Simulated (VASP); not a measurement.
# As (P4/mbm) in VASP: notebook

As is run at these levels: PBE; tasks: relaxation of cell and atoms, single point.

Everything below comes from runs of VASP 6.6.1. Logs are shortened: lines on timing, memory, paths and dates and some standing lists are left out, and cuts for length are marked.

## (1) The cell of the first run

The structure is tetragonal, space group P4/mbm (No. 127). The conventional cell has a = 6.895 Å, b = 6.895 Å, c = 2.784 Å, α = 90.00°, β = 90.00°, γ = 90.00°. Within 3.3 Å of As (site symmetry m2m) lie 5 As at 2.49 to 2.78 Å. Within 3.6 Å of As (site symmetry 4/m) lie 6 As at 2.71 to 2.78 Å.

## (2) Relaxation of cell and atoms, PBE

INCAR reads:

```
PREC = Accurate ; ENCUT = 600
EDIFF = 1E-7 ; ISMEAR = 0
SIGMA = 0.1 ; LREAL = F
LASPH = T ; NELM = 100
ALGO = Normal ; ISIF = 3
LWAVE = F ; LCHARG = F
GGA = PE ; IBRION = 2
NSW = 100 ; EDIFFG = -0.01
```

KPOINTS reads:

```
Automatic mesh
0
Gamma
  6 6 14
```

POSCAR reads:

```
As
1.0
    6.8954919911      0.0000000000      0.0000000000
    0.0000000000      6.8954919911      0.0000000000
    0.0000000000      0.0000000000      2.7843115351
As
6
Direct
    0.1275151652      0.3724848348      0.0000000000
    0.3724848348      0.8724848348      0.0000000000
    0.8724848348      0.6275151652      0.0000000000
    0.6275151652      0.1275151652      0.0000000000
    0.0000000000      0.0000000000      0.0000000000
    0.5000000000      0.5000000000      0.0000000000
```

Potentials or basis: VASP PAW PBE potentials, release 64 (As).

The run is started by

```sh
> cat potpaw_PBE.64/As/POTCAR > POTCAR
> mpirun -np 1 vasp_std > vasp.out
```

OUTCAR:

```text
PREC = Accurate
   ENCUT = 600
   EDIFF = 1E-7
   ISMEAR = 0
   LREAL = F
   LASPH = T
   NELM = 100
   ISIF = 3
   GGA = PE
   IBRION = 2
   NSW = 100
   EDIFFG = -0.01

 ion  position               nearest neighbor table
   1  0.128  0.372  0.000-   3 2.49   5 2.71   6 2.71
   2  0.372  0.872  0.000-   4 2.49   5 2.71   6 2.71
   3  0.872  0.628  0.000-   1 2.49   5 2.71   6 2.71
   4  0.628  0.128  0.000-   2 2.49   5 2.71   6 2.71
   5  0.000  0.000  0.000-   1 2.71   2 2.71   3 2.71   4 2.71
   6  0.500  0.500  0.000-   1 2.71   2 2.71   3 2.71   4 2.71

  LATTYP: Found a simple tetragonal cell.
 ALAT       =     6.8954919911
 C/A-ratio  =     0.4037872191

  Lattice vectors:

 A1 = (   6.8954919911,   0.0000000000,   0.0000000000)
 A2 = (   0.0000000000,   6.8954919911,   0.0000000000)
 A3 = (   0.0000000000,   0.0000000000,   2.7843115351)

Analysis of symmetry for initial positions (statically):
=====================================================================
 Subroutine PRICEL returns:
 Original cell was already a primitive cell.

 Routine SETGRP: Setting up the symmetry group for a
 simple tetragonal supercell.

 Subroutine GETGRP returns: Found 16 space group operations
 (whereof  8 operations were pure point group operations)
 out of a pool of 16 trial point group operations.

The static configuration has the point symmetry C_4h.
 The point group associated with its full space group is D_4h.

Analysis of symmetry for dynamics (positions and initial velocities):
=====================================================================
 Subroutine PRICEL returns:
 Original cell was already a primitive cell.

 Routine SETGRP: Setting up the symmetry group for a
 simple tetragonal supercell.

 Subroutine GETGRP returns: Found 16 space group operations
 (whereof  8 operations were pure point group operations)
 out of a pool of 16 trial point group operations.

The dynamic configuration has the point symmetry C_4h.
 The point group associated with its full space group is D_4h.

 Subroutine INISYM returns: Found 16 space group operations
 (whereof  8 operations are pure point group operations),
 and found     1 'primitive' translations

----------------------------------------------------------------------------------------

                                     Primitive cell

  volume of cell :     132.3879

  direct lattice vectors                    reciprocal lattice vectors
     6.895491991  0.000000000  0.000000000     0.145022284  0.000000000  0.000000000
     0.000000000  6.895491991  0.000000000     0.000000000  0.145022284  0.000000000
     0.000000000  0.000000000  2.784311535     0.000000000  0.000000000  0.359155212

  length of vectors
     6.895491991  6.895491991  2.784311535     0.145022284  0.145022284  0.359155212

  position of ions in fractional coordinates (direct lattice)
     0.127515165  0.372484835  0.000000000
     0.372484835  0.872484835  0.000000000
     0.872484835  0.627515165  0.000000000
     0.627515165  0.127515165  0.000000000
     0.000000000  0.000000000  0.000000000
     0.500000000  0.500000000  0.000000000

  ion indices of the primitive-cell ions
   primitive index   ion index
                 1           1
                 2           2
                 3           3
                 4           4
                 5           5
                 6           6

----------------------------------------------------------------------------------------

 KPOINTS: Automatic mesh

Automatic generation of k-mesh.
 Grid dimensions read from file:
 generate k-points for:    6    6   14

 Generating k-lattice:

  Cartesian coordinates                     Fractional coordinates (reciprocal lattice)
     0.024170381  0.000000000  0.000000000     0.166666667  0.000000000  0.000000000
     0.000000000  0.024170381  0.000000000     0.000000000  0.166666667  0.000000000
     0.000000000  0.000000000  0.025653944     0.000000000  0.000000000  0.071428571

  Length of vectors
     0.024170381  0.024170381  0.025653944

  Shift w.r.t. Gamma in fractional coordinates (k-lattice)
     0.000000000  0.000000000  0.000000000

 Subroutine IBZKPT returns following result:
 ===========================================

 Found     80 irreducible k-points:

 Following reciprocal coordinates:
            Coordinates               Weight
  0.000000  0.000000  0.000000      1.000000
  0.166667  0.000000  0.000000      4.000000
  0.333333  0.000000  0.000000      4.000000
  0.500000  0.000000  0.000000      2.000000
  0.166667  0.166667  0.000000      4.000000
  0.333333  0.166667  0.000000      8.000000
[... 16 lines left out ...]
  0.333333  0.000000  0.142857      8.000000
  0.500000  0.000000  0.142857      4.000000
 [... further k-points ...]
   k-points           NKPTS =     80   k-points in BZ     NKDIM =     80   number of bands    NBANDS=     19
   number of dos      NEDOS =    301   number of ions     NIONS =      6
   total plane-waves  NPLWV =  75264
   dimension x,y,z NGX =    56 NGY =   56 NGZ =   24
   dimension x,y,z NGXF=   112 NGYF=  112 NGZF=   48
   ions per type =               6
   NGX,Y,Z   is equivalent  to a cutoff of  13.50, 13.50, 14.33 a.u.
   NGXF,Y,Z  is equivalent  to a cutoff of  27.00, 27.00, 28.66 a.u.
 SYSTEM =  unknown system
   PREC   = accura    normal or accurate (medium, high low for compatibility)
   ISTART =      0    job   : 0-new  1-cont  2-samecut
   ICHARG =      2    charge: 1-file 2-atom 10-const
   ISPIN  =      1    spin polarized calculation?
   LNONCOLLINEAR =      F non collinear calculations
   LSORBIT =      F    spin-orbit coupling
   LASPH  =      T    aspherical Exc in radial PAW
   ENCUT  =  600.0 eV  44.10 Ry    6.64 a.u.  13.77 13.77  5.56*2*pi/ulx,y,z
   NELM   =    100;   NELMIN=  2; NELMDL= -5     # of ELM steps
   EDIFF  = 0.1E-06   stopping-criterion for ELM
   LREAL  =      F    real-space projection
   EDIFFG = -.1E-01   stopping-criterion for IOM
   NSW    =    100    number of steps for IOM
   IBRION =      2    ionic relax: 0-MD 1-quasi-New 2-CG
   NFREE  =      1    steps in history (QN), initial steepest desc. (CG)
   ISIF   =      3    stress and relaxation
   ISYM   =      2    0-nonsym 1-usesym 2-fastsym
   POTIM  = 0.5000    time-step for ionic-motion
   TEBEG  =    0.0;   TEEND  =   0.0 temperature during run
   PSTRESS=    0.0 pullay stress
   NELECT =      30.0000    total number of electrons
   NUPDOWN=      -1.0000    fix difference up-down
   EMIN   =  10.00;   EMAX   =-10.00  energy-range for DOS
   EFERMI =   0.00;   METHOD = LEGACY
   ISMEAR =     0;   SIGMA  =   0.10  broadening in eV -4-tet -1-fermi 0-gaus
   EFERMI_NEDOS =   21; number of points for ismear=-14 and -15
   IALGO  =     38    algorithm
   IMIX   =      4    mixing-type and parameters
     AMIX     =   0.40;   BMIX     =  1.00
     AMIX_MAG =   1.60;   BMIX_MAG =  1.00
  volume/ion in A,a.u.               =      22.06       148.90
  Fermi-wavevector in a.u.,A,eV,Ry     =   0.998081  1.886100 13.553658  0.996166
  Thomas-Fermi vector in A             =   2.130281
   LORBIT       =      0    0 simple, 1 ext, 2 COOP (PROOUT), +10 PAW based schemes
   GGA     = PE    functional components
   LHFCALC =     F    Hartree Fock is set to
   AEXX    =    0.0000 exact exchange contribution
   IVDW    =     0    specifies the selected vdW correction
   LEPSILON=     F    determine dielectric tensor
   LRPA    =     F    only Hartree local field effects (RPA)
 conjugate gradient relaxation of ions
 non-spin polarized calculation
 Gauss-broadening in eV      SIGMA  =   0.10
  energy-cutoff  :      600.00
  volume of cell :      132.39
 maximum number of plane-waves:      4452
 NGX is ok and might be reduce to    56
   NGX = 27   NGY = 27   NGZ = 11

--------------------------------------- Ionic step        1  -------------------------------------------

 number of electron      29.9999997 magnetization

 Free energy of the ion-electron system (eV)
  ---------------------------------------------------
  ext. energy  EPLUGINS =         0.00000000
  ---------------------------------------------------
  free energy    TOTEN  =       -27.03529929 eV

  energy without entropy =      -27.02127469  energy(sigma->0) =      -27.02828699

------------------------ aborting loop because EDIFF is reached ----------------------------------------

  FORCE on cell =-STRESS in cart. coord.  units (eV):
  Direction    XX          YY          ZZ          XY          YZ          ZX
  --------------------------------------------------------------------------------------
  -------------------------------------------------------------------------------------
  Total        0.7048311      0.7048311     -0.2652601      0.0000000      0.0000000     -0.0000000
  in kB        8.5299657      8.5299657     -3.2102157      0.0000000      0.0000000     -0.0000000
  external PRESSURE =       4.6165719 kB  Pullay stress =       0.0000000 kB
[... 225 lines left out ...]
  energy  without entropy=      -27.0255557850  energy(sigma->0) =      -27.03264862

--------------------------------------- Ionic step        7  -------------------------------------------

 number of electron      29.9999998 magnetization

 Free energy of the ion-electron system (eV)
  ---------------------------------------------------
  ext. energy  EPLUGINS =         0.00000000
  ---------------------------------------------------
  free energy    TOTEN  =       -27.03980977 eV

  energy without entropy =      -27.02568135  energy(sigma->0) =      -27.03274556

 E-fermi :   4.9852     XC(G=0):  -9.8438

 val. band max:        4.9615619966   @ k =   0.5000   0.3333   0.0714
 cond. band min:       4.9892946898   @ k =   0.3333   0.1667   0.1429
 fundamental gap:      0.0277326931
 Fermi energy:         4.9852045846

 k-point     1 :       0.0000    0.0000    0.0000
  band No.  band energies     occupation
      1      -9.5714      2.00000
      2      -7.9364      2.00000
      3      -7.5206      2.00000
      4      -6.3653      2.00000
      5      -6.3653      2.00000
      6      -5.7372      2.00000
[... 11 lines left out ...]
     18       7.9281      0.00000
     19       8.6469      0.00000
[... 489 lines left out ...]
      3      -6.8932      2.00000
      4      -6.8932      2.00000
      5      -5.1168      2.00000
      6      -5.1168      2.00000
[... 11 lines left out ...]
     18       6.6271      0.00000
     19       7.6674      0.00000

 [... further k-points ...]
[... 5 lines left out ...]
  --------------------------------------------------------------------------------------
  -------------------------------------------------------------------------------------
  Total       -0.0106004     -0.0106004      0.0173174      0.0000000     -0.0000000      0.0000000
  in kB       -0.1277818     -0.1277818      0.2087512      0.0000000     -0.0000000      0.0000000
  external PRESSURE =      -0.0156041 kB  Pullay stress =       0.0000000 kB
[... 21 lines left out ...]
  FREE ENERGIE OF THE ION-ELECTRON SYSTEM (eV)
  ---------------------------------------------------
  free  energy   TOTEN  =       -27.0398097700 eV

  energy  without entropy=      -27.0256813526  energy(sigma->0) =      -27.03274556

 reached required accuracy - stopping structural energy minimisation
```

Wall time 13 min (1 thread of Intel Xeon Platinum 8259CL at 2.50GHz (Skylake/Cascade Lake), shared host); peak memory 0.39 GiB.

What came out:

| Quantity | Value |
| --- | --- |
| Free energy | -27.0398 eV |
| Relaxed volume | 22.15 Å³/atom |
| Relaxed cell | a = 6.928 Å, b = 6.928 Å, c = 2.770 Å, α = 90.00°, β = 90.00°, γ = 90.00° |
| Space group after relaxing (to 0.05 Å) | P4/mbm (No. 127) |
| Energy gained by relaxing | 0.8 meV/atom |
| Ionic steps | 7 |
| Pressure after relaxing | 0.0 GPa |
| Largest force after relaxing | 0.010 eV/Å |
| Band gap on the k mesh | zero (band 15 reaches 7.17 eV, above the bottom of band 16 at 2.45 eV) |

Forces in eV/Å, atoms in the order of the input:
```
As   0.007 -0.007  0.000
As  -0.007 -0.007  0.000
As  -0.007  0.007  0.000
As   0.007  0.007  0.000
As   0.000  0.000  0.000
As   0.000  0.000  0.000
```

Step by step:
| step | energy change (eV) | largest force (eV/Å) | pressure (GPa) | volume (Å³) |
| --- | --- | --- | --- | --- |
| 1 | 0.0000 | 0.0670 | 0.46 | 132.39 |
| 2 | -0.0037 | 0.0084 | -0.31 | 133.61 |
| 3 | -0.0038 | 0.0172 | -0.18 | 133.40 |
| 4 | -0.0044 | 0.0197 | -0.04 | 133.04 |
| 5 | -0.0044 | 0.0206 | 0.01 | 132.93 |
| 6 | -0.0044 | 0.0206 | 0.02 | 132.92 |
| 7 | -0.0045 | 0.0099 | 0.00 | 132.91 |

Final structure:
```
CELL_PARAMETERS angstrom
6.92750 0.00000 0.00000
0.00000 6.92750 0.00000
0.00000 0.00000 2.76955
ATOMIC_POSITIONS crystal
As 0.12806 0.37194 0.00000
As 0.37194 0.87194 0.00000
As 0.87194 0.62806 0.00000
As 0.62806 0.12806 0.00000
As 0.00000 0.00000 0.00000
As 0.50000 0.50000 0.00000
```

Levels at points of the mesh, in eV from the Fermi level:
```csv
k point,band 13,band 14,band 15,band 16,band 17,band 18
"(0.00, 0.00, 0.00)",-1.08,0.33,1.96,1.96,2.94,2.94
"(0.50, 0.00, 0.00)",0.50,0.50,1.31,1.31,3.69,3.69
"(0.50, 0.50, 0.00)",0.51,0.51,1.18,1.18,4.67,4.67
"(0.00, 0.00, 0.50)",-3.45,-3.16,-2.22,-0.30,1.14,1.22
"(0.50, 0.00, 0.50)",-2.97,-2.97,-1.66,-1.66,-0.21,-0.21
"(0.50, 0.50, 0.50)",-2.72,-2.72,-2.44,-2.44,-0.04,-0.04
```

## (3) Single point, PBE

INCAR reads:

```
SYSTEM = As
PREC = Accurate ; ENCUT = 520
EDIFF = 1E-6 ; ISMEAR = 0
SIGMA = 0.1 ; LREAL = .FALSE.
LASPH = .TRUE. ; NELM = 100
ALGO = Normal ; ISIF = 2
LWAVE = .FALSE. ; LCHARG = .FALSE.
GGA = PE ; NBANDS = 24
```

KPOINTS reads:

```
regular mesh
0
G
  4 4 8
  0 0 0
```

POSCAR is that of step 2.

Potentials or basis: VASP PAW PBE potentials, release 64 (As).

The run is started by

```sh
> cat potpaw_PBE.64/As/POTCAR > POTCAR
> mpirun -np 1 vasp_std > vasp.out
```

Run time: 1.7 min. Hardware: 1 thread of Intel Xeon Platinum 8259CL at 2.50GHz (Skylake/Cascade Lake), shared host; peak memory 0.28 GiB.

The run converged. Its results:

* Free energy: -27.1962 eV
* Pressure: 0.2 GPa
* Largest force: 0.024 eV/Å
* Band gap on the k mesh: zero (band 15 reaches 7.34 eV, above the bottom of band 16 at 2.67 eV)

Forces in eV/Å, atoms in the order of the input:
```
As   0.017 -0.017  0.000
As  -0.017 -0.017  0.000
As  -0.017  0.017  0.000
As   0.017  0.017  0.000
As   0.000  0.000  0.000
As   0.000  0.000  0.000
```

Stress tensor (GPa, compression positive):
```
0.19 0.00 0.00
0.00 0.19 0.00
0.00 0.00 0.27
```

Levels at points of the mesh, in eV from the Fermi level:
| k point | band 14 | band 15 | band 16 | band 17 | band 18 | band 19 |
| --- | --- | --- | --- | --- | --- | --- |
| (0.00, 0.00, 0.00) | 0.58 | 2.15 | 2.15 | 3.19 | 3.19 | 3.62 |
| (0.50, 0.00, 0.00) | 0.72 | 1.51 | 1.51 | 3.97 | 3.97 | 4.16 |
| (0.50, 0.50, 0.00) | 0.74 | 1.41 | 1.41 | 4.63 | 4.63 | 4.71 |
| (0.00, 0.00, 0.50) | -2.91 | -2.17 | -0.19 | 1.25 | 1.38 | 1.38 |
| (0.50, 0.00, 0.50) | -2.73 | -1.57 | -1.57 | -0.10 | -0.10 | 3.23 |
| (0.50, 0.50, 0.50) | -2.65 | -2.17 | -2.17 | 0.03 | 0.03 | 3.16 |
